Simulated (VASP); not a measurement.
# Fe (Im-3m) in VASP: further runs

The runs below take Fe through single point, with PBE.

Everything below comes from runs of VASP 6.6.1. Logs are shortened: lines on timing, memory, paths and dates and some standing lists are left out, and cuts for length are marked.

## Step 1: The cell of the first run

It takes space group Im-3m (No. 229, cubic). The conventional cell has a = 2.773 Å, b = 2.773 Å, c = 2.773 Å, α = 90.00°, β = 90.00°, γ = 90.00°. Fe (site symmetry m-3m) has 14 Fe at 2.40 to 2.77 Å within 3.2 Å.

## Step 2: Single point, PBE, collinear spin, ferromagnetic start

File INCAR:

```
SYSTEM = Fe
PREC = Accurate
ENCUT = 520
EDIFF = 1E-6
ISMEAR = -1
SIGMA = 0.06122561905347299
LREAL = .FALSE.
LASPH = .TRUE.
NELM = 150
ALGO = Normal
ISIF = 2
LWAVE = .FALSE.
LCHARG = .FALSE.
ISPIN = 2
MAGMOM = 2.5
LORBIT = 11
LMAXMIX = 4
GGA = PE
NBANDS = 14
```

File KPOINTS:

```
regular mesh
0
G
  16 16 16
  0 0 0
```

File POSCAR:

```
Fe
1.0
   -1.3866036848      1.3866036848      1.3866036848
    1.3866036848     -1.3866036848      1.3866036848
    1.3866036848      1.3866036848     -1.3866036848
Fe
1
Direct
    0.0000000000      0.0000000000      0.0000000000
```

Potentials or basis: VASP PAW PBE potentials, release 64 (Fe).

Launch:

```
$ cat potpaw_PBE.64/Fe/POTCAR > POTCAR
$ mpirun -np 1 vasp_std > vasp.out
```

OUTCAR:

```text
SYSTEM = Fe
   PREC = Accurate
   ENCUT = 520
   EDIFF = 1E-6
   ISMEAR = -1
   LREAL = .FALSE.
   LASPH = .TRUE.
   NELM = 150
   ISIF = 2
   ISPIN = 2
   LORBIT = 11
   GGA = PE

 ion  position               nearest neighbor table
   1  0.000  0.000  0.000-

  LATTYP: Found a body centered cubic cell.
 ALAT       =     2.7732073696

  Lattice vectors:

 A1 = (  -1.3866036848,   1.3866036848,   1.3866036848)
 A2 = (   1.3866036848,  -1.3866036848,   1.3866036848)
 A3 = (   1.3866036848,   1.3866036848,  -1.3866036848)

Analysis of symmetry for initial positions (statically):
=====================================================================
 Subroutine PRICEL returns:
 Original cell was already a primitive cell.

 Routine SETGRP: Setting up the symmetry group for a
 body centered cubic supercell.

 Subroutine GETGRP returns: Found 48 space group operations
 (whereof 48 operations were pure point group operations)
 out of a pool of 48 trial point group operations.

The static configuration has the point symmetry O_h .

Analysis of symmetry for dynamics (positions and initial velocities):
=====================================================================
 Subroutine PRICEL returns:
 Original cell was already a primitive cell.

 Routine SETGRP: Setting up the symmetry group for a
 body centered cubic supercell.

 Subroutine GETGRP returns: Found 48 space group operations
 (whereof 48 operations were pure point group operations)
 out of a pool of 48 trial point group operations.

The dynamic configuration has the point symmetry O_h .

Analysis of structural, dynamic, and magnetic symmetry:
=====================================================================
 Subroutine PRICEL returns:
 Original cell was already a primitive cell.

 Routine SETGRP: Setting up the symmetry group for a
 body centered cubic supercell.

 Subroutine GETGRP returns: Found 48 space group operations
 (whereof 48 operations were pure point group operations)
 out of a pool of 48 trial point group operations.

The overall configuration has the point symmetry O_h .

 Subroutine INISYM returns: Found 48 space group operations
 (whereof 48 operations are pure point group operations),
 and found     1 'primitive' translations

----------------------------------------------------------------------------------------

                                     Primitive cell

  volume of cell :      10.6639

  direct lattice vectors                    reciprocal lattice vectors
    -1.386603685  1.386603685  1.386603685     0.000000000  0.360593301  0.360593301
     1.386603685 -1.386603685  1.386603685     0.360593301  0.000000000  0.360593301
     1.386603685  1.386603685 -1.386603685     0.360593301  0.360593301  0.000000000

  length of vectors
     2.401668032  2.401668032  2.401668032     0.509955937  0.509955937  0.509955937

  position of ions in fractional coordinates (direct lattice)
     0.000000000  0.000000000  0.000000000

  ion indices of the primitive-cell ions
   primitive index   ion index
                 1           1

----------------------------------------------------------------------------------------

 KPOINTS: regular mesh

Automatic generation of k-mesh.
 Grid dimensions read from file:
 generate k-points for:   16   16   16

 Generating k-lattice:

  Cartesian coordinates                     Fractional coordinates (reciprocal lattice)
     0.000000000  0.022537081  0.022537081     0.062500000  0.000000000  0.000000000
     0.022537081  0.000000000  0.022537081     0.000000000  0.062500000  0.000000000
     0.022537081  0.022537081  0.000000000     0.000000000  0.000000000  0.062500000

  Length of vectors
     0.031872246  0.031872246  0.031872246

  Shift w.r.t. Gamma in fractional coordinates (k-lattice)
     0.000000000  0.000000000  0.000000000

 Subroutine IBZKPT returns following result:
 ===========================================

 Found    145 irreducible k-points:

 Following reciprocal coordinates:
            Coordinates               Weight
  0.000000  0.000000  0.000000      1.000000
  0.062500  0.000000  0.000000     12.000000
  0.125000  0.000000  0.000000     12.000000
  0.187500  0.000000  0.000000     12.000000
  0.250000  0.000000  0.000000     12.000000
  0.312500  0.000000  0.000000     12.000000
[... 16 lines left out ...]
  0.187500  0.187500  0.000000     24.000000
  0.250000  0.187500  0.000000     48.000000
 [... further k-points ...]
   k-points           NKPTS =    145   k-points in BZ     NKDIM =    145   number of bands    NBANDS=     14
   number of dos      NEDOS =    301   number of ions     NIONS =      1
   total plane-waves  NPLWV =   5832
   dimension x,y,z NGX =    18 NGY =   18 NGZ =   18
   dimension x,y,z NGXF=    36 NGYF=   36 NGZF=   36
   ions per type =               1
   NGX,Y,Z   is equivalent  to a cutoff of  12.46, 12.46, 12.46 a.u.
   NGXF,Y,Z  is equivalent  to a cutoff of  24.92, 24.92, 24.92 a.u.
 SYSTEM =  Fe
   PREC   = accura    normal or accurate (medium, high low for compatibility)
   ISTART =      0    job   : 0-new  1-cont  2-samecut
   ICHARG =      2    charge: 1-file 2-atom 10-const
   ISPIN  =      2    spin polarized calculation?
   LNONCOLLINEAR =      F non collinear calculations
   LSORBIT =      F    spin-orbit coupling
   LASPH  =      T    aspherical Exc in radial PAW
   ENCUT  =  520.0 eV  38.22 Ry    6.18 a.u.   4.47  4.47  4.47*2*pi/ulx,y,z
   NELM   =    150;   NELMIN=  2; NELMDL= -5     # of ELM steps
   EDIFF  = 0.1E-05   stopping-criterion for ELM
   LREAL  =      F    real-space projection
   EDIFFG = 0.1E-04   stopping-criterion for IOM
   NSW    =      0    number of steps for IOM
   IBRION =     -1    ionic relax: 0-MD 1-quasi-New 2-CG
   NFREE  =      0    steps in history (QN), initial steepest desc. (CG)
   ISIF   =      2    stress and relaxation
   ISYM   =      2    0-nonsym 1-usesym 2-fastsym
   POTIM  = 0.5000    time-step for ionic-motion
   TEBEG  =    0.0;   TEEND  =   0.0 temperature during run
   PSTRESS=    0.0 pullay stress
   NELECT =       8.0000    total number of electrons
   NUPDOWN=      -1.0000    fix difference up-down
   EMIN   =  10.00;   EMAX   =-10.00  energy-range for DOS
   EFERMI =   0.00;   METHOD = LEGACY
   ISMEAR =    -1;   SIGMA  =   0.06  broadening in eV -4-tet -1-fermi 0-gaus
   EFERMI_NEDOS =   21; number of points for ismear=-14 and -15
   IALGO  =     38    algorithm
   IMIX   =      4    mixing-type and parameters
     AMIX     =   0.40;   BMIX     =  1.00
     AMIX_MAG =   1.60;   BMIX_MAG =  1.00
  volume/ion in A,a.u.               =      10.66        71.96
  Fermi-wavevector in a.u.,A,eV,Ry     =   1.487530  2.811025 30.106241  2.212746
  Thomas-Fermi vector in A             =   2.600679
   LORBIT       =     11    0 simple, 1 ext, 2 COOP (PROOUT), +10 PAW based schemes
   GGA     = PE    functional components
   LHFCALC =     F    Hartree Fock is set to
   AEXX    =    0.0000 exact exchange contribution
   IVDW    =     0    specifies the selected vdW correction
   LEPSILON=     F    determine dielectric tensor
   LRPA    =     F    only Hartree local field effects (RPA)
 spin polarized calculation
  energy-cutoff  :      520.00
  volume of cell :       10.66
 maximum number of plane-waves:       321
 NGX is ok and might be reduce to    18
   NGX =  9   NGY =  9   NGZ =  9

 number of electron       7.9999999 magnetization       2.0634211

 Free energy of the ion-electron system (eV)
  ---------------------------------------------------
  ext. energy  EPLUGINS =         0.00000000
  ---------------------------------------------------
  free energy    TOTEN  =        -8.22026329 eV

  energy without entropy =       -8.20779186  energy(sigma->0) =       -8.21402758

 E-fermi :   6.5427     XC(G=0): -13.4818

 val. band max:        6.5354297902   @ k =  -0.3750   0.3750   0.0625
 cond. band min:       6.5467340748   @ k =  -0.3750   0.4375   0.1875
 fundamental gap:      0.0113042847
 Fermi energy:         6.5427402384

 spin component 1

 k-point     1 :       0.0000    0.0000    0.0000
  band No.  band energies     occupation
      1      -2.3170      1.00000
      2       4.0984      1.00000
      3       4.0984      1.00000
      4       4.0984      1.00000
      5       5.4225      1.00000
      6       5.4225      1.00000
      7      32.1334      0.00000
      8      32.1334      0.00000
      9      32.1334      0.00000
     10      37.6392      0.00000
     11      37.6392      0.00000
     12      40.3432      0.00000
     13      40.3432      0.00000
     14      40.3432      0.00000

 k-point     2 :       0.0625    0.0000    0.0000
  band No.  band energies     occupation
      1      -2.1467      1.00000
      2       4.0492      1.00000
      3       4.0942      1.00000
      4       4.1940      1.00000
      5       5.3732      1.00000
      6       5.4265      1.00000
      7      31.1084      0.00000
      8      31.9079      0.00000
      9      32.0483      0.00000
     10      37.0673      0.00000
     11      38.1322      0.00000
     12      38.3044      0.00000
     13      38.7641      0.00000
     14      40.7620      0.00000
[... 343 lines left out ...]
      1       1.2496      1.00000
      2       3.2633      1.00000
      3       3.5357      1.00000
      4       5.1686      1.00000
      5       5.7083      1.00000
      6       6.7034      0.06763
      7      21.7718      0.00000
      8      22.8198      0.00000
      9      28.7929      0.00000
     10      33.1416      0.00000
     11      37.0856      0.00000
     12      41.0483      0.00000
     13      44.0827      0.00000
     14      47.0285      0.00000

 k-point    24 :       0.2500    0.1875    0.0000
  band No.  band energies     occupation
      1       1.8087      1.00000
      2       3.0864      1.00000
      3       3.6568      1.00000
      4       5.2812      1.00000
      5       5.7990      0.99999
      6       7.7192      0.00000
      7      19.3230      0.00000
      8      21.4962      0.00000
      9      27.7648      0.00000
     10      33.3390      0.00000
     11      37.4838      0.00000
     12      41.7815      0.00000
     13      45.6965      0.00000
     14      48.2173      0.00000

 [... further k-points ...]

 spin component 2

 k-point     1 :       0.0000    0.0000    0.0000
  band No.  band energies     occupation
      1      -2.1313      1.00000
      2       5.8570      0.99999
      3       5.8571      0.99999
      4       5.8572      0.99999
      5       8.0849      0.00000
      6       8.0850      0.00000
      7      31.9280      0.00000
      8      31.9280      0.00000
      9      31.9280      0.00000
     10      37.8881      0.00000
     11      37.8881      0.00000
     12      40.9705      0.00000
     13      40.9705      0.00000
     14      40.9705      0.00000

 k-point     2 :       0.0625    0.0000    0.0000
  band No.  band energies     occupation
      1      -1.9602      1.00000
      2       5.7992      0.99999
      3       5.8472      0.99999
      4       5.9599      0.99993
      5       8.0208      0.00000
      6       8.0892      0.00000
      7      31.0562      0.00000
      8      31.7508      0.00000
      9      31.8949      0.00000
     10      37.3942      0.00000
     11      38.5039      0.00000
     12      39.1190      0.00000
     13      39.3997      0.00000
     14      41.3464      0.00000
[... 343 lines left out ...]
      1       1.6905      1.00000
      2       4.9199      1.00000
      3       5.0600      1.00000
      4       7.5645      0.00000
      5       8.2396      0.00000
      6       8.6282      0.00000
      7      22.4524      0.00000
      8      23.4063      0.00000
      9      29.3486      0.00000
     10      33.2594      0.00000
     11      37.4553      0.00000
     12      41.4433      0.00000
     13      44.5835      0.00000
     14      47.4161      0.00000

 k-point    24 :       0.2500    0.1875    0.0000
  band No.  band energies     occupation
      1       2.5561      1.00000
      2       4.6856      1.00000
      3       5.0394      1.00000
      4       7.6510      0.00000
      5       8.3576      0.00000
      6       9.4640      0.00000
      7      20.1236      0.00000
      8      22.1182      0.00000
      9      28.2799      0.00000
     10      33.5139      0.00000
     11      37.8127      0.00000
     12      42.2102      0.00000
     13      46.0533      0.00000
     14      48.8638      0.00000

 [... further k-points ...]

------------------------ aborting loop because EDIFF is reached ----------------------------------------

  FORCE on cell =-STRESS in cart. coord.  units (eV):
  Direction    XX          YY          ZZ          XY          YZ          ZX
  --------------------------------------------------------------------------------------
  -------------------------------------------------------------------------------------
  Total        0.8795281      0.8795281      0.8795281      0.0000000      0.0000000      0.0000000
  in kB      132.1427280    132.1427280    132.1427280      0.0000000      0.0000000      0.0000000
  external PRESSURE =     132.1427280 kB  Pullay stress =       0.0000000 kB

 VOLUME and BASIS-vectors are now :
 -----------------------------------------------------------------------------
  energy-cutoff  :      520.00
  volume of cell :       10.66
      direct lattice vectors                 reciprocal lattice vectors
    -1.386603685  1.386603685  1.386603685     0.000000000  0.360593301  0.360593301
     1.386603685 -1.386603685  1.386603685     0.360593301  0.000000000  0.360593301
     1.386603685  1.386603685 -1.386603685     0.360593301  0.360593301  0.000000000

 POSITION                                       TOTAL-FORCE (eV/Angst)
 -----------------------------------------------------------------------------------
      0.00000      0.00000      0.00000         0.000000      0.000000      0.000000
 -----------------------------------------------------------------------------------
    total drift:                                0.000000     -0.000000      0.000000

  FREE ENERGIE OF THE ION-ELECTRON SYSTEM (eV)
  ---------------------------------------------------
  free  energy   TOTEN  =        -8.2202632936 eV

  energy  without entropy=       -8.2077918570  energy(sigma->0) =       -8.21402758

 total charge

# of ion       s       p       d       tot
------------------------------------------
    1        0.516   0.600   6.292   7.408

 magnetization (x)

# of ion       s       p       d       tot
------------------------------------------
    1       -0.012  -0.053   2.114   2.049
```

Run time: 81 s. Hardware: 1 thread of AMD EPYC 7R13, shared host; peak memory 0.12 GiB.

Results:

| Quantity | Value |
| --- | --- |
| Free energy | -8.2203 eV |
| Pressure | 13.2 GPa |
| Net moment | 2.06 μB per cell |
| Site moments | Fe +2.05 μB |
| Valence electrons inside the program's atomic spheres | Fe 7.41 |

Levels at points of the mesh, in eV from the Fermi level:
Spin up:
```
           k point  band 2  band 3  band 4  band 5  band 6  band 7  band 8  band 9
(0.00, 0.00, 0.00)   -2.44   -2.44   -2.44   -1.12   -1.12   25.59   25.59   25.59
(0.50, 0.00, 0.00)   -3.64   -1.04   -0.90    0.46    0.52    7.92   18.85   21.21
(0.50, 0.50, 0.50)   -5.27    0.22    0.22    0.22   10.36   10.36   10.36   16.27
```
Spin down:
```
           k point  band 1  band 2  band 3  band 4  band 5  band 6  band 7  band 8
(0.00, 0.00, 0.00)   -8.67   -0.69   -0.69   -0.69    1.54    1.54   25.39   25.39
(0.50, 0.00, 0.00)   -4.10   -2.07    0.60    1.39    1.83    2.57    9.22   18.93
(0.50, 0.50, 0.50)   -3.53   -3.53    2.24    2.24    2.24   10.63   10.63   10.63
```

## Step 3: Single point, PBE, collinear spin, ferromagnetic start

File INCAR:

```
ALGO = Normal ; EDIFF = 1E-7
ENCUT = 520 ; GGA = PE
ISIF = 2 ; ISMEAR = -1
ISPIN = 2 ; LASPH = T
LCHARG = F ; LMAXMIX = 4
LORBIT = 11 ; LREAL = F
LWAVE = F ; MAGMOM = 2.5
NBANDS = 14 ; NELM = 150
PREC = Accurate ; SIGMA = 0.06122561905347299
```

File KPOINTS:

```
k-points
0
Gamma
  24 24 24
```

POSCAR is that of step 2.

Potentials or basis: VASP PAW PBE potentials, release 64 (Fe).

Launch:

```
$ cat potpaw_PBE.64/Fe/POTCAR > POTCAR
$ mpirun -np 1 vasp_std > vasp.out
```

Run time: 4.2 min. Hardware: 1 thread of AMD EPYC 7R13, shared host; peak memory 0.18 GiB.

The run converged. Its results:

```yaml
Free_energy: -8.2212 eV
Pressure: 13.5 GPa
Net_moment: 2.07 μB per cell
Site_moments: Fe +2.06 μB
Valence_electrons_inside_the_program's_atomic_spheres: Fe 7.41
```

Levels at points of the mesh, in eV from the Fermi level:
Spin up:
```
           k point  band 3  band 4  band 5  band 6  band 7  band 8
(0.00, 0.00, 0.00)   -2.45   -2.45   -1.12   -1.12   25.60   25.60
(0.50, 0.00, 0.00)   -1.04   -0.90    0.46    0.51    7.92   18.86
(0.50, 0.50, 0.50)    0.21    0.21    0.21   10.36   10.36   10.36
```
Spin down:
| k point | band 1 | band 2 | band 3 | band 4 | band 5 | band 6 | band 7 |
| --- | --- | --- | --- | --- | --- | --- | --- |
| (0.00, 0.00, 0.00) | -8.67 | -0.68 | -0.68 | -0.68 | 1.55 | 1.55 | 25.38 |
| (0.50, 0.00, 0.00) | -4.09 | -2.06 | 0.59 | 1.40 | 1.83 | 2.58 | 9.23 |
| (0.50, 0.50, 0.50) | -3.53 | -3.53 | 2.25 | 2.25 | 2.25 | 10.63 | 10.63 |

## Step 4: Single point, PBE, collinear spin, ferromagnetic start

File INCAR:

```
SYSTEM = Fe
ALGO = Normal ; EDIFF = 1E-6
ENCUT = 520 ; GGA = PE
ISIF = 2 ; ISMEAR = -1
ISPIN = 2 ; LASPH = .True.
LCHARG = .False. ; LMAXMIX = 4
LORBIT = 11 ; LREAL = .False.
LWAVE = .False. ; MAGMOM = 2.5
NBANDS = 14 ; NELM = 150
PREC = Accurate ; SIGMA = 0.06122561905347299
```

File KPOINTS:

```
k-points
0
Gamma
  24 24 24
  0 0 0
```

POSCAR is that of step 3.

Launch:

```
$ cat potpaw_PBE.64/Fe/POTCAR > POTCAR
$ mpirun -np 1 vasp_std > vasp.out
```

Run time: 3.4 min. Hardware: 1 thread of AMD EPYC 7R13, shared host; peak memory 0.17 GiB.

It converged, with:

```
Free energy                                           : -8.2212 eV
Pressure                                              : 13.5 GPa
Net moment                                            : 2.07 μB per cell
Site moments                                          : Fe +2.06 μB
Valence electrons inside the program's atomic spheres : Fe 7.41
```

Levels at points of the mesh, in eV from the Fermi level:
Spin up:
| k point | band 2 | band 3 | band 4 | band 5 | band 6 | band 7 | band 8 | band 9 |
| --- | --- | --- | --- | --- | --- | --- | --- | --- |
| (0.00, 0.00, 0.00) | -2.45 | -2.45 | -2.45 | -1.12 | -1.12 | 25.60 | 25.60 | 25.60 |
| (0.50, 0.00, 0.00) | -3.65 | -1.04 | -0.90 | 0.46 | 0.51 | 7.92 | 18.86 | 21.21 |
| (0.50, 0.50, 0.50) | -5.27 | 0.21 | 0.21 | 0.21 | 10.36 | 10.36 | 10.36 | 16.28 |
Spin down:
| k point | band 1 | band 2 | band 3 | band 4 | band 5 | band 6 | band 7 |
| --- | --- | --- | --- | --- | --- | --- | --- |
| (0.00, 0.00, 0.00) | -8.68 | -0.68 | -0.68 | -0.68 | 1.55 | 1.55 | 25.38 |
| (0.50, 0.00, 0.00) | -4.09 | -2.06 | 0.59 | 1.39 | 1.83 | 2.58 | 9.23 |
| (0.50, 0.50, 0.50) | -3.53 | -3.53 | 2.25 | 2.25 | 2.25 | 10.63 | 10.63 |
